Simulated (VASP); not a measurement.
Runs of VASP 6.6.1 on SrMg3. The structure is that of space group Pm-3m (No. 221), or close to it. The cells are those of the table. 

| task | cell | gap on the mesh (eV) | pressure (GPa) | relaxed volume (Å³/atom) |
| --- | --- | --- | --- | --- |
| relaxation of cell and atoms | relaxed from a = 4.827 Å, 4 atoms | none | 0.0 | 27.91 |
| single point | a = 4.859 Å, 4 atoms | none | -0.8 | - |
| relaxation of cell and atoms | relaxed from a = 4.940 Å, 4 atoms | none | 0.0 | 27.94 |
| single point | a = 4.827 Å, 4 atoms | none | (a) | - |

Alike in all rows: level LDA; potentials or basis VASP PAW LDA potentials, release 64 (Sr_sv, Mg); no spin polarisation; k mesh 4 × 4 × 4; cutoff (eV) 600; smearing fermi-dirac 0.05 eV.

Q: Fill in the values left out.

A: (a) -0.2.

A k mesh can miss the band edges, and the runs leave out spin-orbit coupling on Sr.

A gap of «none» marks levels without a gap at the run's occupations.
